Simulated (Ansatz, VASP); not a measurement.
## As: VASP beside Ansatz

The input POSCAR:

```
As
1.0
   -1.6753126093      1.6753126093      1.6753126093
    1.6753126093     -1.6753126093      1.6753126093
    1.6753126093      1.6753126093     -1.6753126093
As
1
Direct
    0.0000000000      0.0000000000      0.0000000000
```

The input INCAR.step1:

```
ALGO = Normal ; EDIFF = 1E-5
ENCUT = 550 ; GGA = PE
GGA_COMPAT = False ; ISMEAR = -1
LASPH = True ; LCHARG = False
LREAL = False ; LSORBIT = True
LWAVE = True ; MAGMOM = 0 0 0
NBANDS = 16 ; NELM = 200
PREC = Accurate ; SIGMA = 0.1
```

The input INCAR.step2:

```
ALGO = Normal ; EDIFF = 1E-6
ENCUT = 550 ; GGA_COMPAT = False
ISIF = 2 ; ISMEAR = -1
ISTART = 1 ; LASPH = True
LCHARG = False ; LMIXTAU = True
LORBIT = 11 ; LORBMOM = True
LREAL = False ; LSORBIT = True
LWAVE = False ; MAGMOM = 0 0 0
METAGGA = R2SCAN ; NBANDS = 16
NELM = 200 ; PREC = Accurate
SIGMA = 0.1
```

Contents of KPOINTS:

```
k-points
0
Gamma
  13 13 13
```

Input for Ansatz:

```yaml
crystal:
  lattice:
    - [-1.6753126093, 1.6753126093, 1.6753126093]
    - [1.6753126093, -1.6753126093, 1.6753126093]
    - [1.6753126093, 1.6753126093, -1.6753126093]
  atoms:
    - { symbol: As, position: [0.0, 0.0, 0.0] }
hamiltonian:
  xc: r2scan
  pseudopotentials:
    kind: paw_fr
    azcp:
      As: "pseudopotentials/As.paw.azcp"
basis:
  ecutwfc: 500
  fft_grid_basis: typed
kpoints:
  mp_grid: { grid: [13, 13, 13], shift: [0, 0, 0] }
magnetization:
  noncollinear: true
  spin_orbit: true
scf:
  occupations: { method: fermi_dirac, width: 0.1 }
output:
  write_density: true
  write_potential: true
  elf: true
  volumetric_format: npy
```

Alike in both runs: task single point; functional r2SCAN; k mesh 13 × 13 × 13; occupations fermi-dirac, width 0.1 eV; non-collinear spin, spin-orbit coupling.

|  | VASP | Ansatz |
| --- | --- | --- |
| version | VASP 6.6.1 | Ansatz 0.2.0 |
| potentials or method | VASP PAW PBE potentials, release 64 (As), cutoff 550 eV | plane waves (500 eV) with PAW, fully relativistic with spin-orbit coupling |
| valence electrons in the cell | 5 | 15 |

|  | VASP | Ansatz | Ansatz less VASP |
| --- | --- | --- | --- |
| net moment per atom (μB) | 0.00 | 0.00 | 0.000 |

VASP's potentials were made for PBE, not for r2SCAN. VASP's potentials hold 5 valence electrons a cell and Ansatz's 15, so a difference there can come from the potentials and not from the codes.
